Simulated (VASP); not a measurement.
# Cu (I4/mmm) in VASP: a series of runs, part 2 of 2

VASP 6.6.1. The steps go on from the part before.

## 4. Single point, PBE (zz strain of +3 %)

File INCAR:

```
SYSTEM = Cu
ALGO     = Normal         ! electronic algorithm
EDIFF    = 1E-6           ! SCF threshold, eV
ENCUT    = 520            ! plane-wave cutoff, eV
GGA      = PE             ! functional
ISIF     = 2              ! what is computed and relaxed
ISMEAR   = -1             ! smearing method
LASPH    = .TRUE.         ! aspherical terms in the spheres
LCHARG   = .FALSE.        ! write CHGCAR
LREAL    = .FALSE.        ! projectors in reciprocal space
LWAVE    = .FALSE.        ! write WAVECAR
NBANDS   = 12             ! bands
NELM     = 80             ! most SCF steps
PREC     = Accurate       ! precision mode
SIGMA    = 0.08           ! smearing width, eV
```

File KPOINTS:

```
k-points
0
G
  19 19 19
  0 0 0
```

File POSCAR:

```
Cu
1.0
    0.0000000000      1.8075000000      1.8617250000
    1.8075000000      0.0000000000      1.8617250000
    1.8075000000      1.8075000000      0.0000000000
Cu
1
Direct
    0.0000000000      0.0000000000      0.0000000000
```

Potentials or basis: VASP PAW PBE potentials, release 64 (Cu).

Run with:

```
cat potpaw_PBE.64/Cu/POTCAR > POTCAR
mpirun -np 1 vasp_std > vasp.out
```

OUTCAR:

```text
SYSTEM = Cu
   EDIFF = 1E-6
   ENCUT = 520
   GGA = PE
   ISIF = 2
   ISMEAR = -1
   LASPH = .TRUE.
   LREAL = .FALSE.
   NELM = 80
   PREC = Accurate

 ion  position               nearest neighbor table
   1  0.000  0.000  0.000-

  LATTYP: Found a body centered tetragonal cell.
 ALAT       =     2.5561910140
 C/A-ratio  =     1.4566399692

  Lattice vectors:

 A1 = (  -1.8075000000,   0.0000000000,   1.8617250000)
 A2 = (   1.8075000000,   0.0000000000,   1.8617250000)
 A3 = (   0.0000000000,   1.8075000000,  -1.8617250000)

Analysis of symmetry for initial positions (statically):
=====================================================================
 Subroutine PRICEL returns:
 Original cell was already a primitive cell.

 Routine SETGRP: Setting up the symmetry group for a
 body centered tetragonal supercell.

 Subroutine GETGRP returns: Found 16 space group operations
 (whereof 16 operations were pure point group operations)
 out of a pool of 16 trial point group operations.

The static configuration has the point symmetry D_4h.

Analysis of symmetry for dynamics (positions and initial velocities):
=====================================================================
 Subroutine PRICEL returns:
 Original cell was already a primitive cell.

 Routine SETGRP: Setting up the symmetry group for a
 body centered tetragonal supercell.

 Subroutine GETGRP returns: Found 16 space group operations
 (whereof 16 operations were pure point group operations)
 out of a pool of 16 trial point group operations.

The dynamic configuration has the point symmetry D_4h.

 Subroutine INISYM returns: Found 16 space group operations
 (whereof 16 operations are pure point group operations),
 and found     1 'primitive' translations

----------------------------------------------------------------------------------------

                                     Primitive cell

  volume of cell :      12.1647

  direct lattice vectors                    reciprocal lattice vectors
     0.000000000  1.807500000  1.861725000    -0.276625173  0.276625173  0.268568129
     1.807500000  0.000000000  1.861725000     0.276625173 -0.276625173  0.268568129
     1.807500000  1.807500000  0.000000000     0.276625173  0.276625173 -0.268568129

  length of vectors
     2.594817185  2.594817185  2.556191014     0.474522721  0.474522721  0.474522721

  position of ions in fractional coordinates (direct lattice)
     0.000000000  0.000000000  0.000000000

  ion indices of the primitive-cell ions
   primitive index   ion index
                 1           1

----------------------------------------------------------------------------------------

 KPOINTS: k-points

Automatic generation of k-mesh.
 Grid dimensions read from file:
 generate k-points for:   19   19   19

 Generating k-lattice:

  Cartesian coordinates                     Fractional coordinates (reciprocal lattice)
    -0.014559220  0.014559220  0.014135165     0.052631579  0.000000000  0.000000000
     0.014559220 -0.014559220  0.014135165     0.000000000  0.052631579  0.000000000
     0.014559220  0.014559220 -0.014135165     0.000000000  0.000000000  0.052631579

  Length of vectors
     0.024974880  0.024974880  0.024974880

  Shift w.r.t. Gamma in fractional coordinates (k-lattice)
     0.000000000  0.000000000  0.000000000

 Subroutine IBZKPT returns following result:
 ===========================================

 Found    550 irreducible k-points:

 Following reciprocal coordinates:
            Coordinates               Weight
  0.000000  0.000000  0.000000      1.000000
  0.052632 -0.000000  0.000000      8.000000
  0.105263 -0.000000  0.000000      8.000000
  0.157895  0.000000  0.000000      8.000000
  0.210526  0.000000  0.000000      8.000000
  0.263158  0.000000  0.000000      8.000000
[... 16 lines left out ...]
 -0.315789  0.052632  0.000000      8.000000
 -0.263158  0.052632  0.000000      8.000000
 [... further k-points ...]
   k-points           NKPTS =    550   k-points in BZ     NKDIM =    550   number of bands    NBANDS=     12
   number of dos      NEDOS =    301   number of ions     NIONS =      1
   total plane-waves  NPLWV =   8000
   dimension x,y,z NGX =    20 NGY =   20 NGZ =   20
   dimension x,y,z NGXF=    40 NGYF=   40 NGZF=   40
   ions per type =               1
   NGX,Y,Z   is equivalent  to a cutoff of  12.81, 12.81, 13.01 a.u.
   NGXF,Y,Z  is equivalent  to a cutoff of  25.63, 25.63, 26.01 a.u.
 SYSTEM =  Cu
   PREC   = accura    normal or accurate (medium, high low for compatibility)
   ISTART =      0    job   : 0-new  1-cont  2-samecut
   ICHARG =      2    charge: 1-file 2-atom 10-const
   ISPIN  =      1    spin polarized calculation?
   LNONCOLLINEAR =      F non collinear calculations
   LSORBIT =      F    spin-orbit coupling
   LASPH  =      T    aspherical Exc in radial PAW
   ENCUT  =  520.0 eV  38.22 Ry    6.18 a.u.   4.82  4.82  4.75*2*pi/ulx,y,z
   NELM   =     80;   NELMIN=  2; NELMDL= -5     # of ELM steps
   EDIFF  = 0.1E-05   stopping-criterion for ELM
   LREAL  =      F    real-space projection
   EDIFFG = 0.1E-04   stopping-criterion for IOM
   NSW    =      0    number of steps for IOM
   IBRION =     -1    ionic relax: 0-MD 1-quasi-New 2-CG
   NFREE  =      0    steps in history (QN), initial steepest desc. (CG)
   ISIF   =      2    stress and relaxation
   ISYM   =      2    0-nonsym 1-usesym 2-fastsym
   POTIM  = 0.5000    time-step for ionic-motion
   TEBEG  =    0.0;   TEEND  =   0.0 temperature during run
   PSTRESS=    0.0 pullay stress
   NELECT =      11.0000    total number of electrons
   NUPDOWN=      -1.0000    fix difference up-down
   EMIN   =  10.00;   EMAX   =-10.00  energy-range for DOS
   EFERMI =   0.00;   METHOD = LEGACY
   ISMEAR =    -1;   SIGMA  =   0.08  broadening in eV -4-tet -1-fermi 0-gaus
   EFERMI_NEDOS =   21; number of points for ismear=-14 and -15
   IALGO  =     38    algorithm
   IMIX   =      4    mixing-type and parameters
     AMIX     =   0.40;   BMIX     =  1.00
     AMIX_MAG =   1.60;   BMIX_MAG =  1.00
  volume/ion in A,a.u.               =      12.16        82.09
  Fermi-wavevector in a.u.,A,eV,Ry     =   1.583088  2.991602 34.098474  2.506167
  Thomas-Fermi vector in A             =   2.682912
   LORBIT       =      0    0 simple, 1 ext, 2 COOP (PROOUT), +10 PAW based schemes
   GGA     = PE    functional components
   LHFCALC =     F    Hartree Fock is set to
   AEXX    =    0.0000 exact exchange contribution
   IVDW    =     0    specifies the selected vdW correction
   LEPSILON=     F    determine dielectric tensor
   LRPA    =     F    only Hartree local field effects (RPA)
 non-spin polarized calculation
  energy-cutoff  :      520.00
  volume of cell :       12.16
 maximum number of plane-waves:       342
   NGX =  9   NGY =  9   NGZ =  9

 number of electron      10.9999992 magnetization

 Free energy of the ion-electron system (eV)
  ---------------------------------------------------
  ext. energy  EPLUGINS =         0.00000000
  ---------------------------------------------------
  free energy    TOTEN  =        -3.72783980 eV

  energy without entropy =       -3.72050114  energy(sigma->0) =       -3.72417047

 E-fermi :   7.2585     XC(G=0): -12.5558

 val. band max:        7.2575922803   @ k =  -0.4737   0.2105   0.1579
 cond. band min:       7.2646198197   @ k =  -0.3684   0.0526   0.1579
 fundamental gap:      0.0070275393
 Fermi energy:         7.2585268507

 k-point     1 :       0.0000    0.0000    0.0000
  band No.  band energies     occupation
      1      -1.9038      2.00000
      2       4.1890      2.00000
      3       4.3297      2.00000
      4       4.3297      2.00000
      5       4.9941      2.00000
      6       5.1331      2.00000
      7      29.5980      0.00000
      8      31.9524      0.00000
      9      32.0336      0.00000
     10      32.0336      0.00000
     11      34.4565      0.00000
     12      34.4968      0.00000

 k-point     2 :       0.0526   -0.0000    0.0000
  band No.  band energies     occupation
      1      -1.8049      2.00000
      2       4.1940      2.00000
      3       4.3228      2.00000
      4       4.3480      2.00000
      5       4.9885      2.00000
      6       5.1242      2.00000
      7      28.9933      0.00000
      8      30.7701      0.00000
      9      31.6332      0.00000
     10      31.7181      0.00000
     11      34.9225      0.00000
     12      34.9845      0.00000
[... 316 lines left out ...]
 k-point    24 :      -0.2632    0.0526    0.0000
  band No.  band energies     occupation
      1       0.7409      2.00000
      2       4.0319      2.00000
      3       4.3399      2.00000
      4       4.4990      2.00000
      5       5.1319      2.00000
      6       5.3458      2.00000
      7      17.9922      0.00000
      8      26.3370      0.00000
      9      30.3219      0.00000
     10      31.2603      0.00000
     11      33.8353      0.00000
     12      34.7311      0.00000

 [... further k-points ...]
[... 5 lines left out ...]
  --------------------------------------------------------------------------------------
  -------------------------------------------------------------------------------------
  Total       -0.0966378     -0.0966378     -0.2110560      0.0000000      0.0000000      0.0000000
  in kB      -12.7278563    -12.7278563    -27.7975257      0.0000000      0.0000000      0.0000000
  external PRESSURE =     -17.7510795 kB  Pullay stress =       0.0000000 kB

 VOLUME and BASIS-vectors are now :
 -----------------------------------------------------------------------------
  energy-cutoff  :      520.00
  volume of cell :       12.16
      direct lattice vectors                 reciprocal lattice vectors
     0.000000000  1.807500000  1.861725000    -0.276625173  0.276625173  0.268568129
     1.807500000  0.000000000  1.861725000     0.276625173 -0.276625173  0.268568129
     1.807500000  1.807500000  0.000000000     0.276625173  0.276625173 -0.268568129

 POSITION                                       TOTAL-FORCE (eV/Angst)
 -----------------------------------------------------------------------------------
      0.00000      0.00000      0.00000         0.000000      0.000000      0.000000
 -----------------------------------------------------------------------------------
    total drift:                                0.000000      0.000000      0.000000

  FREE ENERGIE OF THE ION-ELECTRON SYSTEM (eV)
  ---------------------------------------------------
  free  energy   TOTEN  =        -3.7278398033 eV

  energy  without entropy=       -3.7205011394  energy(sigma->0) =       -3.72417047
```

It took 32 s on 1 thread of Intel Xeon 6975P-C (Granite Rapids), shared host; peak memory 0.18 GiB.

Results:

```yaml
Free_energy: -3.7278 eV
Pressure: -1.8 GPa
```

Caveat: the cell differs from its parent crystal (zz strain of +3 %).

## 5. Single point, PBE (equal xx and yy strain of +2 %)

File INCAR:

```
SYSTEM = Cu
PREC = Accurate
ENCUT = 520
EDIFF = 1E-6
ISMEAR = -1
SIGMA = 0.08
LREAL = .False.
LASPH = .True.
NELM = 100
ALGO = Normal
ISIF = 2
LWAVE = .False.
LCHARG = .False.
GGA = PE
NBANDS = 12
```

File KPOINTS:

```
Automatic mesh
0
Gamma
  19 19 19
  0 0 0
```

File POSCAR:

```
Cu
1.0
    0.0000000000      1.8436500000      1.8075000000
    1.8436500000      0.0000000000      1.8075000000
    1.8436500000      1.8436500000      0.0000000000
Cu
1
Direct
    0.0000000000      0.0000000000      0.0000000000
```

Run with:

```
cat potpaw_PBE.64/Cu/POTCAR > POTCAR
mpirun -np 1 vasp_std > vasp.out
```

Run time: 28 s. Hardware: 1 thread of Intel Xeon 6975P-C (Granite Rapids), shared host; peak memory 0.18 GiB.

It converged, with:

* Free energy: -3.7267 eV
* Pressure: -3.1 GPa

Stress tensor (GPa, compression positive):
```
-3.29  0.00  0.00
 0.00 -3.29  0.00
 0.00  0.00 -2.59
```

Levels at points of the mesh, in eV from the Fermi level:
```tsv
k point	band 4	band 5	band 6	band 7	band 8	band 9
(0.00, 0.00, 0.00)	-2.89	-2.22	-2.13	22.25	24.57	24.57
```

Caveat: the cell differs from its parent crystal (equal xx and yy strain of +2 %).

## 6. Summary

```csv
cell,gap on the mesh (eV),pressure (GPa)
"a = 2.569, b = 2.569, c = 2.556 Å, angles 60.2, 60.2, 59.7°, 1 atom",none,0.8
"a = 2.582, b = 2.582, c = 2.556 Å, angles 60.3, 60.3, 59.3°, 1 atom",none,-0.5
"a = 2.595, b = 2.595, c = 2.556 Å, angles 60.5, 60.5, 59.0°, 1 atom",none,-1.8
"a = 2.582, b = 2.582, c = 2.607 Å, angles 59.7, 59.7, 60.7°, 1 atom",none,-3.1
```

Alike in all rows: task single point; level PBE; potentials or basis VASP PAW PBE potentials, release 64 (Cu); no spin polarisation; k mesh 19 × 19 × 19; cutoff (eV) 520; smearing fermi-dirac 0.08 eV.

Total energies depend on the potentials used, so only differences within one code and one set of settings carry meaning.
